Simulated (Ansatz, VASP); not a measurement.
# C in VASP and in Ansatz

INCAR

```
ALGO = Normal ; EDIFF = 1E-7
ENCUT = 520 ; GGA = PE
ISIF = 2 ; ISMEAR = 0
LASPH = T ; LCHARG = T
LELF = T ; LREAL = F
LVHAR = T ; LWAVE = F
NBANDS = 26 ; NELM = 100
PREC = Accurate ; SIGMA = 0.05
```

Contents of KPOINTS:

```
k-points
0
Gamma
  12 12 4
```

Contents of POSCAR:

```
C
1.0
    2.5220988435      0.0000000000      0.0000000000
   -1.2610494217      2.1842016693      0.0000000000
    0.0000000000      0.0000000000      8.2371000000
C
8
Direct
    0.0000000000      0.0000000000      0.0937500000
    0.0000000000      0.0000000000      0.5937500000
    0.0000000000      0.0000000000      0.4062500000
    0.0000000000      0.0000000000      0.9062500000
    0.3261463692      0.6522927384      0.1549024442
    0.6666666667      0.3333333333      0.6562500000
    0.3333333333      0.6666666667      0.3437500000
    0.6666666667      0.3333333333      0.8437500000
```

Input for Ansatz:

```yaml
crystal:
  lattice:
    - [2.5220988435, 0.0, 0.0]
    - [-1.2610494217, 2.1842016693, 0.0]
    - [0.0, 0.0, 8.2371]
  atoms:
    - { symbol: C, position: [0.0, 0.0, 0.09375] }
    - { symbol: C, position: [0.0, 0.0, 0.59375] }
    - { symbol: C, position: [0.0, 0.0, 0.40625] }
    - { symbol: C, position: [0.0, 0.0, 0.90625] }
    - { symbol: C, position: [0.3261463692, 0.6522927384, 0.1549024442] }
    - { symbol: C, position: [0.6666666667, 0.3333333333, 0.65625] }
    - { symbol: C, position: [0.3333333333, 0.6666666667, 0.34375] }
    - { symbol: C, position: [0.6666666667, 0.3333333333, 0.84375] }
basis:
  ecutwfc: 420
kpoints:
  mp_grid: { grid: [12, 12, 4] }
hamiltonian:
  xc: pbe
scf:
  occupations: { method: gaussian, width: 0.05 }
output:
  forces: true
  stress: true
  eigenvalues: true
```

Alike in both runs: task single point; functional PBE; k mesh 12 × 12 × 4; occupations gaussian, width 0.05 eV; no spin polarisation.

```csv
,VASP,Ansatz
version,VASP 6.6.1,Ansatz 0.2.0
potentials or method,"VASP PAW PBE potentials, release 64 (C), cutoff 520 eV","scalar-relativistic, plane waves, PAW"
valence electrons in the cell,32,32
```

```tsv
	VASP	Ansatz	Ansatz less VASP
gap on the k mesh at the Fermi level (eV)	4.32	4.33	+0.009
least direct gap on the mesh (eV)	5.02	5.02	+0.007
pressure (GPa)	3.0	2.3	-0.67
traceless stress, the component that is largest in VASP (GPa)	7.94	7.95	+0.009
rms of the force components (eV/Å)	0.382	0.381	-0.0017
```

Atom by atom the forces differ by 0.002 eV/Å (rms over components). With one functional, cell and mesh, what is left measures potentials, basis and numerics.
